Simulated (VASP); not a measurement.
Input of a VASP 6.6.1 run:

File INCAR:

```
PREC = Accurate ; ENCUT = 520
EDIFF = 1E-6 ; ISMEAR = -1
SIGMA = 0.1 ; LREAL = F
LASPH = T ; NELM = 120
ALGO = Normal ; ISIF = 2
LWAVE = F ; LCHARG = F
NBANDS = 50 ; GGA_COMPAT = F
```

The input KPOINTS:

```
regular mesh
0
Gamma
  2 2 3
```

File POSCAR:

```
Mg12Sc4N
1.0
    9.0262880000      0.0000000000      0.0000000000
    0.0000000000      9.0262880000      0.0000000000
    0.0000000000      0.0000000000      4.5131440000
Mg Sc N
12 4 1
Direct
    0.2500000000      0.2500000000      0.0000000000
    0.2500000000      0.0000000000      0.5000000000
    0.0000000000      0.2500000000      0.5000000000
    0.2500000000      0.7500000000      0.0000000000
    0.2500000000      0.5000000000      0.5000000000
    0.0000000000      0.7500000000      0.5000000000
    0.7500000000      0.2500000000      0.0000000000
    0.7500000000      0.0000000000      0.5000000000
    0.5000000000      0.2500000000      0.5000000000
    0.7500000000      0.7500000000      0.0000000000
    0.7500000000      0.5000000000      0.5000000000
    0.5000000000      0.7500000000      0.5000000000
    0.0000000000      0.0000000000      0.0000000000
    0.0000000000      0.5000000000      0.0000000000
    0.5000000000      0.0000000000      0.0000000000
    0.5000000000      0.5000000000      0.0000000000
    0.0000000000      0.0000000000      0.5000000000
```

Potentials or basis: VASP PAW LDA potentials, release 64 (Mg, Sc_sv, N).

Launch:

```sh
$ cat potpaw_LDA.64/Mg/POTCAR potpaw_LDA.64/Sc_sv/POTCAR potpaw_LDA.64/N/POTCAR > POTCAR
$ mpirun -np 1 vasp_std > vasp.out
```

**Question.** What does it give for the largest force?

**Answer.** 0.447 eV/Å.

**Question.** Predict the pressure.

**Answer.** -4.2 GPa.

Stress tensor (GPa, compression positive):
```
-3.39  0.00  0.00
 0.00 -3.39  0.00
 0.00  0.00 -5.88
```

Caveat: the k points lie up to 0.46 Å⁻¹ apart, too coarse for converged energies and pressures of a metal.
